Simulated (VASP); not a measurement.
# NiO2 (P-3m1) in VASP: a series of runs

Runs on NiO2. Level: LDA. Tasks: single point.

Program: VASP 6.6.1. These are calculated values, not measurements. Logs are shortened: lines on timing, memory, paths and dates and some standing lists are left out, and cuts for length are marked.

### Step 1. The cell of the first run

Symmetry: P-3m1, No. 164, trigonal system. Conventional cell: a = 2.848 Å, b = 2.848 Å, c = 3.959 Å, α = 90.00°, β = 90.00°, γ = 120.00°. Within 2.5 Å of Ni (site symmetry -3m) lie 6 O at 1.88 Å. O (site symmetry 3m) has 3 Ni at 1.88 Å and 3 O at 2.46 Å within 2.5 Å.

### Step 2. Single point, LDA

The input, INCAR:

```
SYSTEM = NiO2
ALGO     = Normal         ! electronic algorithm
EDIFF    = 1E-6           ! SCF threshold, eV
ENCUT    = 700            ! plane-wave cutoff, eV
GGA_COMPAT= .False.      
ISIF     = 2              ! what is computed and relaxed
ISMEAR   = 0              ! smearing method
LASPH    = .True.         ! aspherical terms in the spheres
LCHARG   = .False.        ! write CHGCAR
LREAL    = .False.        ! projectors in reciprocal space
LWAVE    = .False.        ! write WAVECAR
NBANDS   = 22             ! bands
NELM     = 120            ! most SCF steps
PREC     = Accurate       ! precision mode
SIGMA    = 0.05           ! smearing width, eV
```

The input, KPOINTS:

```
k-points
0
Gamma
  12 12 6
  0 0 0
```

The input, POSCAR:

```
NiO2
1.0
    2.8475295614      0.0000000000      0.0000000000
   -1.4237647807      2.4660329382      0.0000000000
    0.0000000000      0.0000000000      3.9594898551
Ni O
1 2
Direct
    0.0000000000      0.0000000000      0.5000000000
    0.6666666667      0.3333333333      0.7305104846
    0.3333333333      0.6666666667      0.2694895154
```

Potentials or basis: VASP PAW LDA potentials, release 64 (Ni_sv_GW, O).

Started as:

```console
cat potpaw_LDA.64/Ni_sv_GW/POTCAR potpaw_LDA.64/O/POTCAR > POTCAR
mpirun -np 1 vasp_std > vasp.out
```

OUTCAR:

```text
SYSTEM = NiO2
   EDIFF = 1E-6
   ENCUT = 700
   ISIF = 2
   ISMEAR = 0
   LASPH = .True.
   LREAL = .False.
   NELM = 120
   PREC = Accurate

 ion  position               nearest neighbor table
   1  0.000  0.000  0.500-   2 1.88   3 1.88   2 1.88   3 1.88   2 1.88   3 1.88
   2  0.667  0.333  0.731-   1 1.88   1 1.88   1 1.88
   3  0.333  0.667  0.269-   1 1.88   1 1.88   1 1.88

  LATTYP: Found a hexagonal cell.
 ALAT       =     2.8475295614
 C/A-ratio  =     1.3905000000

  Lattice vectors:

 A1 = (   2.8475295614,   0.0000000000,   0.0000000000)
 A2 = (  -1.4237647807,   2.4660329382,   0.0000000000)
 A3 = (   0.0000000000,   0.0000000000,   3.9594898551)

Analysis of symmetry for initial positions (statically):
=====================================================================
 Subroutine PRICEL returns:
 Original cell was already a primitive cell.

 Routine SETGRP: Setting up the symmetry group for a
 hexagonal supercell.

 Subroutine GETGRP returns: Found 12 space group operations
 (whereof 12 operations were pure point group operations)
 out of a pool of 24 trial point group operations.

The static configuration has the point symmetry D_3d.

Analysis of symmetry for dynamics (positions and initial velocities):
=====================================================================
 Subroutine PRICEL returns:
 Original cell was already a primitive cell.

 Routine SETGRP: Setting up the symmetry group for a
 hexagonal supercell.

 Subroutine GETGRP returns: Found 12 space group operations
 (whereof 12 operations were pure point group operations)
 out of a pool of 24 trial point group operations.

The dynamic configuration has the point symmetry D_3d.

 Subroutine INISYM returns: Found 12 space group operations
 (whereof 12 operations are pure point group operations),
 and found     1 'primitive' translations

----------------------------------------------------------------------------------------

                                     Primitive cell

  volume of cell :      27.8039

[... 75 lines left out ...]
   dimension x,y,z NGX =    28 NGY =   28 NGZ =   36
   dimension x,y,z NGXF=    56 NGYF=   56 NGZF=   72
   ions per type =               1   2
   NGX,Y,Z   is equivalent  to a cutoff of  16.35, 16.35, 15.12 a.u.
   NGXF,Y,Z  is equivalent  to a cutoff of  32.69, 32.69, 30.23 a.u.
 SYSTEM =  NiO2
   PREC   = accura    normal or accurate (medium, high low for compatibility)
   ISTART =      0    job   : 0-new  1-cont  2-samecut
   ICHARG =      2    charge: 1-file 2-atom 10-const
   ISPIN  =      1    spin polarized calculation?
   LNONCOLLINEAR =      F non collinear calculations
   LSORBIT =      F    spin-orbit coupling
   LASPH  =      T    aspherical Exc in radial PAW
   ENCUT  =  700.0 eV  51.45 Ry    7.17 a.u.   6.14  6.14  8.54*2*pi/ulx,y,z
   NELM   =    120;   NELMIN=  2; NELMDL= -5     # of ELM steps
   EDIFF  = 0.1E-05   stopping-criterion for ELM
   LREAL  =      F    real-space projection
[... 7 lines left out ...]
   TEBEG  =    0.0;   TEEND  =   0.0 temperature during run
   PSTRESS=    0.0 pullay stress
   NELECT =      30.0000    total number of electrons
   NUPDOWN=      -1.0000    fix difference up-down
   EMIN   =  10.00;   EMAX   =-10.00  energy-range for DOS
   EFERMI =   0.00;   METHOD = LEGACY
   ISMEAR =     0;   SIGMA  =   0.05  broadening in eV -4-tet -1-fermi 0-gaus
   EFERMI_NEDOS =   21; number of points for ismear=-14 and -15
   IALGO  =     38    algorithm
   IMIX   =      4    mixing-type and parameters
     AMIX     =   0.40;   BMIX     =  1.00
     AMIX_MAG =   1.60;   BMIX_MAG =  1.00
  volume/ion in A,a.u.               =       9.27        62.54
  Fermi-wavevector in a.u.,A,eV,Ry     =   1.679113  3.173063 38.360522  2.819419
  Thomas-Fermi vector in A             =   2.763082
   LORBIT       =      0    0 simple, 1 ext, 2 COOP (PROOUT), +10 PAW based schemes
   GGA     = CA    functional components
   LHFCALC =     F    Hartree Fock is set to
   AEXX    =    0.0000 exact exchange contribution
   IVDW    =     0    specifies the selected vdW correction
   LEPSILON=     F    determine dielectric tensor
   LRPA    =     F    only Hartree local field effects (RPA)
 non-spin polarized calculation
 Gauss-broadening in eV      SIGMA  =   0.05
  energy-cutoff  :      700.00
  volume of cell :       27.80
 maximum number of plane-waves:      1188
 NGX is ok and might be reduce to    28

 number of electron      29.9999989 magnetization

 Free energy of the ion-electron system (eV)
  ---------------------------------------------------
  ext. energy  EPLUGINS =         0.00000000
  ---------------------------------------------------
  free energy    TOTEN  =       -21.02536295 eV

  energy without entropy =      -21.02536295  energy(sigma->0) =      -21.02536295

 E-fermi :   3.6951     XC(G=0): -12.6008

 val. band max:        3.4636045694   @ k =   0.0833   0.0833   0.5000
 cond. band min:       3.9672021436   @ k =   0.3333   0.0000   0.3333
 fundamental gap:      0.5035975741
 Fermi energy:         3.6950598979

 k-point     1 :       0.0000    0.0000    0.0000
  band No.  band energies     occupation
      1     -99.8036      2.00000
      2     -60.8695      2.00000
      3     -60.8695      2.00000
      4     -60.5283      2.00000
      5     -16.3288      2.00000
      6     -13.2264      2.00000
[... 589 lines left out ...]
     21      20.4846      0.00000
     22      22.7181      0.00000

 [... further k-points ...]

------------------------ aborting loop because EDIFF is reached ----------------------------------------

  FORCE on cell =-STRESS in cart. coord.  units (eV):
  Direction    XX          YY          ZZ          XY          YZ          ZX
  --------------------------------------------------------------------------------------
  -------------------------------------------------------------------------------------
  Total       -2.6842843     -2.6842843     -0.8363501      0.0000000      0.0000000      0.0000000
  in kB     -154.6794967   -154.6794967    -48.1939302      0.0000000      0.0000000      0.0000000
  external PRESSURE =    -119.1843079 kB  Pullay stress =       0.0000000 kB

 VOLUME and BASIS-vectors are now :
 -----------------------------------------------------------------------------
  energy-cutoff  :      700.00
  volume of cell :       27.80
      direct lattice vectors                 reciprocal lattice vectors
     2.847529561  0.000000000  0.000000000     0.351181604  0.202754794  0.000000000
    -1.423764781  2.466032938  0.000000000     0.000000000  0.405509588  0.000000000
     0.000000000  0.000000000  3.959489855     0.000000000  0.000000000  0.252557788

 POSITION                                       TOTAL-FORCE (eV/Angst)
 -----------------------------------------------------------------------------------
      0.00000      0.00000      1.97974         0.000000      0.000000      0.000000
      1.42376      0.82201      2.89245        -0.000000      0.000000     -0.535230
     -0.00000      1.64402      1.06704        -0.000000     -0.000000      0.535230
 -----------------------------------------------------------------------------------
    total drift:                               -0.000000      0.000000      0.000000

  FREE ENERGIE OF THE ION-ELECTRON SYSTEM (eV)
  ---------------------------------------------------
  free  energy   TOTEN  =       -21.0253629493 eV

  energy  without entropy=      -21.0253629493  energy(sigma->0) =      -21.02536295
```

It took 81 s on 1 thread of AMD EPYC 9R45 (Zen 5), shared host; peak memory 0.21 GiB.

What came out:

* Free energy: -21.0254 eV
* Pressure: -11.9 GPa
* Largest force: 0.535 eV/Å
* Band gap on the k mesh: 0.50 eV (least direct gap 0.85 eV)

Forces in eV/Å, atoms in the order of the input:
```
Ni   0.000  0.000  0.000
O    0.000  0.000 -0.535
O    0.000  0.000  0.535
```

Caveat: the stress differs along the axes, from -15 to -5 GPa; the run has no spin polarisation, though such a crystal can be magnetic.

### Step 3. Single point, LDA

This run uses another cell than the first one, of the same volume but with other edges.

The input, INCAR:

```
  ALGO = Normal
  EDIFF = 1E-6
  ENCUT = 700
  GGA_COMPAT = F
  ISIF = 2
  ISMEAR = 0
  LASPH = T
  LCHARG = F
  LREAL = F
  LWAVE = F
  NBANDS = 22
  NELM = 120
  PREC = Accurate
  SIGMA = 0.05
```

The input, KPOINTS:

```
k-points
0
Gamma
  12 12 6
```

The input, POSCAR:

```
NiO2
1.0
    2.8038519370      0.0000000000      0.0000000000
   -1.4019259685      2.4282070059      0.0000000000
    0.0000000000      0.0000000000      4.0838103463
Ni O
1 2
Direct
    0.0000000000      0.0000000000      0.5000000000
    0.6666666667      0.3333333333      0.7423978784
    0.3333333333      0.6666666667      0.2576021216
```

Potentials or basis: VASP PAW LDA potentials, release 64 (Ni_sv_GW, O).

Started as:

```console
cat potpaw_LDA.64/Ni_sv_GW/POTCAR potpaw_LDA.64/O/POTCAR > POTCAR
mpirun -np 1 vasp_std > vasp.out
```

Wall time 70 s (1 thread of AMD EPYC 9R45 (Zen 5), shared host); peak memory 0.2 GiB.

The run converged. Its results:

| Property | Result |
| --- | --- |
| Free energy | -20.9535 eV |
| Pressure | -15.8 GPa |
| Largest force | 1.529 eV/Å |
| Band gap on the k mesh | 0.52 eV (least direct gap 0.66 eV) |

Forces on the atoms (eV/Å):
```
Ni   0.000  0.000  0.000
O    0.000  0.000 -1.529
O    0.000  0.000  1.529
```

Stress tensor (GPa, compression positive):
```
-15.43   0.00   0.00
  0.00 -15.43   0.00
  0.00   0.00 -16.40
```

Levels at points of the mesh, in eV from the valence-band top:
| k point | band 12 | band 13 | band 14 | band 15 | band 16 | band 17 | band 18 | band 19 |
| --- | --- | --- | --- | --- | --- | --- | --- | --- |
| (0.00, 0.00, 0.00) | -1.18 | -1.18 | -0.76 | -0.27 | 1.71 | 1.71 | 7.52 | 10.53 |
| (0.50, 0.00, 0.00) | -2.98 | -1.81 | -1.77 | -1.10 | 1.22 | 1.87 | 12.05 | 12.60 |
| (0.00, 0.00, 0.50) | -2.23 | -1.39 | -1.39 | -0.23 | 1.91 | 1.91 | 9.60 | 10.15 |
| (0.50, 0.00, 0.50) | -1.88 | -1.78 | -1.39 | -1.24 | 1.32 | 1.53 | 11.11 | 12.52 |

Caveat: the cell stands under tension; the run has no spin polarisation, though such a crystal can be magnetic; forces of over 1 eV/Å act on the atoms, so gaps and moduli don't describe the material at rest. A k mesh can miss the band edges.
